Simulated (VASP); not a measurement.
Ga2C:

```xyz
3
Lattice="3.4990 0.0000 0.0000 -1.7495 3.0302 0.0000 0.0000 0.0000 3.7779" Properties=species:S:1:pos:R:3 pbc="T T T"
Ga    0.0000    2.0201    1.8890
Ga    1.7495    1.0101    1.8890
C     0.0000    0.0000    0.0000
```

* Program: VASP 6.6.1
* Task: relaxation of cell and atoms
* Functional: PBE
* Potentials or basis: VASP PAW PBE potentials, release 64 (Ga_d, C)
* Cutoff: 600 eV
* k mesh: 6 × 6 × 4
* Occupations: gaussian, width 0.1 eV
* Spin: no spin polarisation

At the start: pressure 46.6 GPa; volume 13.35 Å³/atom.

Question: Where does the relaxation end?

Answer: Over 18 steps the energy falls by 1173.3 meV/atom and the volume is 14.93 Å³/atom (+11.8 %); space group P6/mmm (No. 191, to 0.05 Å).

Step by step:
| step | energy change (eV) | largest force (eV/Å) | pressure (GPa) | volume (Å³) |
| --- | --- | --- | --- | --- |
| 1 | 0.0000 | 0.0000 | 46.62 | 40.06 |
| 2 | -2.5048 | 0.0000 | -10.01 | 64.32 |
| 3 | -2.8925 | 0.0000 | -3.90 | 53.47 |
| 4 | -2.8934 | 0.0000 | -4.60 | 53.99 |
| 5 | -3.0513 | 0.0000 | -2.89 | 51.00 |
| 6 | -3.2459 | 0.0000 | 1.82 | 46.14 |
| 7 | -2.9165 | 0.0000 | 24.76 | 36.58 |
| 8 | -3.2995 | 0.0000 | 3.41 | 44.62 |
| 9 | -3.3799 | 0.0000 | 9.61 | 40.58 |
| 10 | -3.3762 | 0.0000 | 7.36 | 41.83 |
| 11 | -3.3832 | 0.0000 | 8.49 | 41.18 |
| 12 | -3.4309 | 0.0000 | 8.02 | 40.90 |
| 13 | -3.4310 | 0.0000 | 7.96 | 40.87 |
| 14 | -3.4702 | 0.0000 | 5.71 | 41.80 |
| 15 | -3.5188 | 0.0000 | 0.28 | 44.68 |
| 16 | -3.5189 | 0.0000 | 0.04 | 44.81 |
| 17 | -3.5194 | 0.0000 | 0.01 | 44.80 |
| 18 | -3.5199 | 0.0000 | 0.05 | 44.80 |

Final structure:
```
Ga C
1.0
     4.30869    0.00000    0.00000
    -2.15435    3.73144    0.00000
     0.00000    0.00000    2.78635
Ga C
2 1
Direct
  0.33333 0.66667 0.50000
  0.66667 0.33333 0.50000
  0.00000 0.00000 0.00000
```

Caveat: the k points lie up to 0.56 Å⁻¹ apart in the final cell.
